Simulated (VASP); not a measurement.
Write the native input for VASP 6.6.1 that does the following.

```yaml
Task: single point
Functional: LDA
Potentials_or_basis: VASP PAW LDA potentials, release 64 (Ni, Al)
Cutoff: 520 eV
k_mesh: 15 × 15 × 15
Occupations: fermi-dirac, width 0.1 eV
Spin: no spin polarisation
Dipole_correction: no
Further_INCAR_settings: ALGO = Normal; EDIFF = 1e-06; NBANDS = 14
```

The structure of AlNi (rocksalt type) lies in POSCAR:

```
AlNi
1.0
    0.0000000000      2.2044340671      2.2044340671
    2.2044340671      0.0000000000      2.2044340671
    2.2044340671      2.2044340671      0.0000000000
Ni Al
1 1
Direct
    0.0000000000      0.0000000000      0.0000000000
    0.5000000000      0.5000000000      0.5000000000
```

One way to write it, as run:

INCAR

```
PREC = Accurate
ENCUT = 520
EDIFF = 1E-6
ISMEAR = -1
SIGMA = 0.1
LREAL = F
LASPH = T
NELM = 100
ALGO = Normal
ISIF = 2
LWAVE = F
LCHARG = F
GGA = CA
NBANDS = 14
```

KPOINTS

```
Automatic mesh
0
Gamma
  15 15 15
```

Potentials or basis: VASP PAW LDA potentials, release 64 (Ni, Al).

Launch:

```console
$ cat potpaw_LDA.64/Ni/POTCAR potpaw_LDA.64/Al/POTCAR > POTCAR
$ mpirun -np 1 vasp_std > vasp.out
```

Results of the run:

```json
{
 "Pressure": "46.8 GPa",
 "Band gap on the k mesh": "zero (an odd number of electrons rules out a gap without spin polarisation)"
}
```

Caveat: the cell stands under pressure.

Run time: 14 s on 1 thread of Intel(R) Xeon(R) Platinum 8559C (Emerald Rapids), on a shared host, peak memory 0.15 GiB.
